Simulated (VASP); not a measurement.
Here is a VASP 6.6.1 calculation.

File POSCAR:

```
Ta
1.0
   -1.6391942447      1.6391942447      1.6391942447
    1.6391942447     -1.6391942447      1.6391942447
    1.6391942447      1.6391942447     -1.6391942447
Ta
1
Direct
    0.0000000000      0.0000000000      0.0000000000
```

Contents of INCAR.step1:

```
SYSTEM = Ta
ALGO = Normal
EDIFF = 1E-4
ENCUT = 600
GGA = PE
ISMEAR = 0
LASPH = .True.
LCHARG = .False.
LREAL = .False.
LWAVE = .True.
NELM = 80
PREC = Accurate
SIGMA = 0.1
```

File INCAR.step2:

```
SYSTEM = Ta
ALGO = Normal
EDIFF = 1E-7
EDIFFG = -0.008
ENCUT = 600
IBRION = 2
ISIF = 3
ISMEAR = 0
ISTART = 1
LASPH = .True.
LCHARG = .False.
LMIXTAU = .True.
LREAL = .False.
LWAVE = .False.
METAGGA = R2SCAN
NELM = 80
NSW = 70
PREC = Accurate
PSTRESS = 50.0
SIGMA = 0.1
```

The input KPOINTS:

```
k-points
0
Gamma
  18 18 18
  0 0 0
```

Potentials or basis: VASP PAW PBE potentials, release 64 (Ta_pv).

Launch:

```bash
$ cat potpaw_PBE.64/Ta_pv/POTCAR > POTCAR
$ cp INCAR.step1 INCAR
$ mpirun -np 1 vasp_std > vasp.out
$ cp INCAR.step2 INCAR
$ mpirun -np 1 vasp_std > vasp.out
```

**Question.** What does it give for the space group after relaxing (to 0.05 Å)?

**Answer.** Im-3m (No. 229).

**Question.** Predict the relaxed cell.

**Answer.** a = 2.842 Å, b = 2.842 Å, c = 2.842 Å, α = 109.47°, β = 109.47°, γ = 109.47°.

**Question.** What does it give for the relaxed volume?

**Answer.** 17.68 Å³/atom.

Step by step:
```csv
step,energy change (eV),largest force (eV/Å),pressure (GPa),volume (Å³)
1,0.0000,0.0000,5.74,17.62
2,-0.0058,0.0000,3.16,17.83
3,-0.0019,0.0000,5.01,17.68
```

Caveat: the cell is relaxed towards a set pressure, so the enthalpy falls and the energy may rise; the PAW data sets were made with another functional, which shifts forces and pressure a little.
